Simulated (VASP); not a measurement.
# B3As (P-6m2) in VASP: relaxation of cell and atoms with PBE

Aim: the relaxation of cell and atoms of B3As with PBE.

Everything below comes from runs of VASP 6.6.1. Logs are shortened: lines on timing, memory, paths and dates and some standing lists are left out, and cuts for length are marked.

## Step 1: The cell of the first run

It takes space group P-6m2 (No. 187, hexagonal). The conventional cell has a = 4.274 Å, b = 4.274 Å, c = 3.120 Å, α = 90.00°, β = 90.00°, γ = 120.00°. B (site symmetry mm2) has 2 B at 1.68 Å and 2 As at 2.16 Å within 2.2 Å. As (site symmetry -6m2) has 6 B at 2.16 Å within 2.9 Å.

The cell was generated, and may not be a known phase.

## Step 2: Relaxation of cell and atoms, PBE

INCAR

```
SYSTEM = B3As
PREC = Accurate
ENCUT = 600
EDIFF = 1E-6
ISMEAR = 0
SIGMA = 0.1
LREAL = .False.
LASPH = .True.
NELM = 60
ALGO = Normal
ISIF = 3
LWAVE = .False.
LCHARG = .False.
GGA = PE
IBRION = 2
NSW = 100
EDIFFG = -0.01
```

KPOINTS

```
Automatic mesh
0
Gamma
  12 12 14
  0 0 0
```

POSCAR

```
B3As
1.0
    4.2744648552      0.0000000000      0.0000000000
   -2.1372324276      3.7017951522      0.0000000000
    0.0000000000      0.0000000000      3.1204898373
B As
3 1
Direct
    0.1310152674      0.8689847326      0.5000000000
    0.1310152674      0.2620305348      0.5000000000
    0.7379694652      0.8689847326      0.5000000000
    0.3333333333      0.6666666667      0.0000000000
```

Potentials or basis: VASP PAW PBE potentials, release 64 (B, As).

The run is started by

```
$ cat potpaw_PBE.64/B/POTCAR potpaw_PBE.64/As/POTCAR > POTCAR
$ mpirun -np 1 vasp_std > vasp.out
```

OUTCAR:

```text
SYSTEM = B3As
   PREC = Accurate
   ENCUT = 600
   EDIFF = 1E-6
   ISMEAR = 0
   LREAL = .False.
   LASPH = .True.
   NELM = 60
   ISIF = 3
   GGA = PE
   IBRION = 2
   NSW = 100
   EDIFFG = -0.01

 ion  position               nearest neighbor table
   1  0.131  0.869  0.500-   3 1.68   2 1.68   4 2.16   4 2.16
   2  0.131  0.262  0.500-   1 1.68   3 1.68   4 2.16   4 2.16
   3  0.738  0.869  0.500-   1 1.68   2 1.68   4 2.16   4 2.16
   4  0.333  0.667  0.000-   1 2.16   1 2.16   3 2.16   3 2.16   2 2.16   2 2.16

  LATTYP: Found a hexagonal cell.
 ALAT       =     4.2744648552
 C/A-ratio  =     0.7300305285

  Lattice vectors:

 A1 = (   4.2744648552,   0.0000000000,   0.0000000000)
 A2 = (  -2.1372324276,   3.7017951522,   0.0000000000)
 A3 = (   0.0000000000,   0.0000000000,   3.1204898373)

Analysis of symmetry for initial positions (statically):
=====================================================================
 Subroutine PRICEL returns:
 Original cell was already a primitive cell.

 Routine SETGRP: Setting up the symmetry group for a
 hexagonal supercell.

 Subroutine GETGRP returns: Found 12 space group operations
 (whereof 12 operations were pure point group operations)
 out of a pool of 24 trial point group operations.

The static configuration has the point symmetry D_3h.

Analysis of symmetry for dynamics (positions and initial velocities):
=====================================================================
 Subroutine PRICEL returns:
 Original cell was already a primitive cell.

 Routine SETGRP: Setting up the symmetry group for a
 hexagonal supercell.

 Subroutine GETGRP returns: Found 12 space group operations
 (whereof 12 operations were pure point group operations)
 out of a pool of 24 trial point group operations.

The dynamic configuration has the point symmetry D_3h.

 Subroutine INISYM returns: Found 12 space group operations
 (whereof 12 operations are pure point group operations),
 and found     1 'primitive' translations

----------------------------------------------------------------------------------------

                                     Primitive cell

  volume of cell :      49.3761

  direct lattice vectors                    reciprocal lattice vectors
     4.274464855  0.000000000  0.000000000     0.233947414  0.135069603  0.000000000
    -2.137232428  3.701795152  0.000000000     0.000000000  0.270139205  0.000000000
     0.000000000  0.000000000  3.120489837     0.000000000  0.000000000  0.320462508

  length of vectors
     4.274464855  4.274464855  3.120489837     0.270139205  0.270139205  0.320462508

  position of ions in fractional coordinates (direct lattice)
     0.131015267  0.868984733  0.500000000
     0.131015267  0.262030535  0.500000000
     0.737969465  0.868984733  0.500000000
     0.333333333  0.666666667  0.000000000

  ion indices of the primitive-cell ions
   primitive index   ion index
                 1           1
                 2           2
                 3           3
                 4           4

----------------------------------------------------------------------------------------

 KPOINTS: Automatic mesh

Automatic generation of k-mesh.
 Grid dimensions read from file:
 generate k-points for:   12   12   14

 Generating k-lattice:

  Cartesian coordinates                     Fractional coordinates (reciprocal lattice)
     0.019495618  0.011255800  0.000000000     0.083333333 -0.000000000  0.000000000
     0.000000000  0.022511600  0.000000000     0.000000000  0.083333333  0.000000000
     0.000000000  0.000000000  0.022890179     0.000000000  0.000000000  0.071428571

  Length of vectors
     0.022511600  0.022511600  0.022890179

  Shift w.r.t. Gamma in fractional coordinates (k-lattice)
     0.000000000  0.000000000  0.000000000

 Subroutine IBZKPT returns following result:
 ===========================================

 Found    152 irreducible k-points:

 Following reciprocal coordinates:
            Coordinates               Weight
  0.000000  0.000000  0.000000      1.000000
  0.083333  0.000000  0.000000      6.000000
  0.166667  0.000000  0.000000      6.000000
  0.250000 -0.000000  0.000000      6.000000
  0.333333  0.000000  0.000000      6.000000
  0.416667  0.000000  0.000000      6.000000
[... 16 lines left out ...]
  0.250000 -0.000000  0.071429     12.000000
  0.333333  0.000000  0.071429     12.000000
 [... further k-points ...]
   k-points           NKPTS =    152   k-points in BZ     NKDIM =    152   number of bands    NBANDS=     11
   number of dos      NEDOS =    301   number of ions     NIONS =      4
   total plane-waves  NPLWV =  36288
   dimension x,y,z NGX =    36 NGY =   36 NGZ =   28
   dimension x,y,z NGXF=    72 NGYF=   72 NGZF=   56
   ions per type =               3   1
   NGX,Y,Z   is equivalent  to a cutoff of  14.00, 14.00, 14.92 a.u.
   NGXF,Y,Z  is equivalent  to a cutoff of  28.00, 28.00, 29.83 a.u.
 SYSTEM =  B3As
   PREC   = accura    normal or accurate (medium, high low for compatibility)
   ISTART =      0    job   : 0-new  1-cont  2-samecut
   ICHARG =      2    charge: 1-file 2-atom 10-const
   ISPIN  =      1    spin polarized calculation?
   LNONCOLLINEAR =      F non collinear calculations
   LSORBIT =      F    spin-orbit coupling
   LASPH  =      T    aspherical Exc in radial PAW
   ENCUT  =  600.0 eV  44.10 Ry    6.64 a.u.   8.54  8.54  6.23*2*pi/ulx,y,z
   NELM   =     60;   NELMIN=  2; NELMDL= -5     # of ELM steps
   EDIFF  = 0.1E-05   stopping-criterion for ELM
   LREAL  =      F    real-space projection
   EDIFFG = -.1E-01   stopping-criterion for IOM
   NSW    =    100    number of steps for IOM
   IBRION =      2    ionic relax: 0-MD 1-quasi-New 2-CG
   NFREE  =      1    steps in history (QN), initial steepest desc. (CG)
   ISIF   =      3    stress and relaxation
   ISYM   =      2    0-nonsym 1-usesym 2-fastsym
   POTIM  = 0.5000    time-step for ionic-motion
   TEBEG  =    0.0;   TEEND  =   0.0 temperature during run
   PSTRESS=    0.0 pullay stress
   NELECT =      14.0000    total number of electrons
   NUPDOWN=      -1.0000    fix difference up-down
   EMIN   =  10.00;   EMAX   =-10.00  energy-range for DOS
   EFERMI =   0.00;   METHOD = LEGACY
   ISMEAR =     0;   SIGMA  =   0.10  broadening in eV -4-tet -1-fermi 0-gaus
   EFERMI_NEDOS =   21; number of points for ismear=-14 and -15
   IALGO  =     38    algorithm
   IMIX   =      4    mixing-type and parameters
     AMIX     =   0.40;   BMIX     =  1.00
     AMIX_MAG =   1.60;   BMIX_MAG =  1.00
  volume/ion in A,a.u.               =      12.34        83.30
  Fermi-wavevector in a.u.,A,eV,Ry     =   1.075504  2.032407 15.737968  1.156708
  Thomas-Fermi vector in A             =   2.211362
   LORBIT       =      0    0 simple, 1 ext, 2 COOP (PROOUT), +10 PAW based schemes
   GGA     = PE    functional components
   LHFCALC =     F    Hartree Fock is set to
   AEXX    =    0.0000 exact exchange contribution
   IVDW    =     0    specifies the selected vdW correction
   LEPSILON=     F    determine dielectric tensor
   LRPA    =     F    only Hartree local field effects (RPA)
 conjugate gradient relaxation of ions
 non-spin polarized calculation
 Gauss-broadening in eV      SIGMA  =   0.10
  energy-cutoff  :      600.00
  volume of cell :       49.38
 maximum number of plane-waves:      1699
 NGX is ok and might be reduce to    36
   NGX = 17   NGY = 17   NGZ = 13

--------------------------------------- Ionic step        1  -------------------------------------------

 number of electron      14.0000000 magnetization

 Free energy of the ion-electron system (eV)
  ---------------------------------------------------
  ext. energy  EPLUGINS =         0.00000000
  ---------------------------------------------------
  free energy    TOTEN  =       -20.53654508 eV

  energy without entropy =      -20.52762436  energy(sigma->0) =      -20.53208472

------------------------ aborting loop because EDIFF is reached ----------------------------------------

  FORCE on cell =-STRESS in cart. coord.  units (eV):
  Direction    XX          YY          ZZ          XY          YZ          ZX
  --------------------------------------------------------------------------------------
  -------------------------------------------------------------------------------------
  Total        0.0770721      0.0770721      0.2783606      0.0000000      0.0000000      0.0000000
  in kB        2.5008698      2.5008698      9.0323657      0.0000000      0.0000000      0.0000000
  external PRESSURE =       4.6780351 kB  Pullay stress =       0.0000000 kB
[... 175 lines left out ...]
  energy  without entropy=      -20.5283757128  energy(sigma->0) =      -20.53291262

--------------------------------------- Ionic step        6  -------------------------------------------

 number of electron      14.0000001 magnetization

 Free energy of the ion-electron system (eV)
  ---------------------------------------------------
  ext. energy  EPLUGINS =         0.00000000
  ---------------------------------------------------
  free energy    TOTEN  =       -20.53754151 eV

  energy without entropy =      -20.52844062  energy(sigma->0) =      -20.53299107

 E-fermi :   4.4239     XC(G=0): -10.1324

 val. band max:        4.4141862311   @ k =   0.2500   0.1667   0.0714
 cond. band min:       4.4246561414   @ k =   0.2500   0.2500   0.0714
 fundamental gap:      0.0104699103
 Fermi energy:         4.4238886679

 k-point     1 :       0.0000    0.0000    0.0000
  band No.  band energies     occupation
      1     -10.6255      2.00000
      2      -4.6792      2.00000
      3      -0.7908      2.00000
      4      -0.7908      2.00000
      5       1.2562      2.00000
      6       1.7747      2.00000
      7       1.7747      2.00000
      8       6.2677      0.00000
      9       9.0024      0.00000
     10       9.2170      0.00000
     11       9.2170      0.00000
[... 309 lines left out ...]
 k-point    24 :       0.3333    0.0000    0.0714
  band No.  band energies     occupation
      1      -9.9999      2.00000
      2      -6.1597      2.00000
      3      -1.6755      2.00000
      4      -1.0220      2.00000
      5       1.4726      2.00000
      6       3.1238      2.00000
      7       4.1447      1.99992
      8       5.3434      0.00000
      9       7.6588      0.00000
     10       8.5992      0.00000
     11      11.2923      0.00000

 [... further k-points ...]
[... 5 lines left out ...]
  --------------------------------------------------------------------------------------
  -------------------------------------------------------------------------------------
  Total       -0.0076280     -0.0076280     -0.0142376     -0.0000000      0.0000000      0.0000000
  in kB       -0.2471534     -0.2471534     -0.4613088     -0.0000000      0.0000000      0.0000000
  external PRESSURE =      -0.3185385 kB  Pullay stress =       0.0000000 kB
[... 19 lines left out ...]
  FREE ENERGIE OF THE ION-ELECTRON SYSTEM (eV)
  ---------------------------------------------------
  free  energy   TOTEN  =       -20.5375415111 eV

  energy  without entropy=      -20.5284406227  energy(sigma->0) =      -20.53299107

 reached required accuracy - stopping structural energy minimisation
```

It took 7.4 min on 1 thread of Intel Xeon 8259CL, shared host; peak memory 0.27 GiB.

What came out:

* Free energy: -20.5375 eV
* Relaxed volume: 12.36 Å³/atom
* Relaxed cell: a = 4.267 Å, b = 4.267 Å, c = 3.136 Å, α = 90.00°, β = 90.00°, γ = 120.00°
* Space group after relaxing (to 0.1 Å): P-6m2 (No. 187)
* Energy gained by relaxing: 0.2 meV/atom
* Ionic steps: 6
* Pressure after relaxing: 0.0 GPa
* Largest force after relaxing: 0.004 eV/Å
* Band gap on the k mesh: zero (bands 7 and 8 overlap by 1.50 eV)

Forces on the atoms (eV/Å):
```
B    0.003 -0.002  0.000
B    0.000  0.004  0.000
B   -0.003 -0.002  0.000
As   0.000  0.000  0.000
```

Step by step:
```tsv
step	energy change (eV)	largest force (eV/Å)	pressure (GPa)	volume (Å³)
1	0.0000	0.0812	0.47	49.38
2	-0.0004	0.0741	-0.43	49.63
3	-0.0006	0.0160	-0.11	49.54
4	-0.0009	0.0120	-0.14	49.54
5	-0.0009	0.0230	-0.16	49.54
6	-0.0010	0.0039	-0.03	49.45
```

Final structure:
```xyz
4
Lattice="4.2670 0.0000 0.0000 -2.1335 3.6953 0.0000 0.0000 0.0000 3.1361" Properties=species:S:1:pos:R:3 pbc="T T T"
B    -1.2917    3.2093    1.5680
B     0.0000    0.9720    1.5680
B     1.2917    3.2093    1.5680
As    0.0000    2.4635    0.0000
```

Levels at points of the mesh, in eV from the Fermi level:
| k point | band 5 | band 6 | band 7 | band 8 | band 9 | band 10 |
| --- | --- | --- | --- | --- | --- | --- |
| (0.00, 0.00, 0.00) | -3.17 | -2.65 | -2.65 | 1.84 | 4.58 | 4.79 |
| (0.50, 0.00, 0.00) | -1.89 | -0.70 | 0.39 | 0.69 | 2.61 | 4.53 |
| (0.00, 0.00, 0.50) | -2.58 | -1.87 | -1.87 | -0.92 | -0.92 | -0.11 |
| (0.50, 0.00, 0.50) | -3.34 | -3.31 | -3.09 | 1.54 | 2.18 | 2.40 |
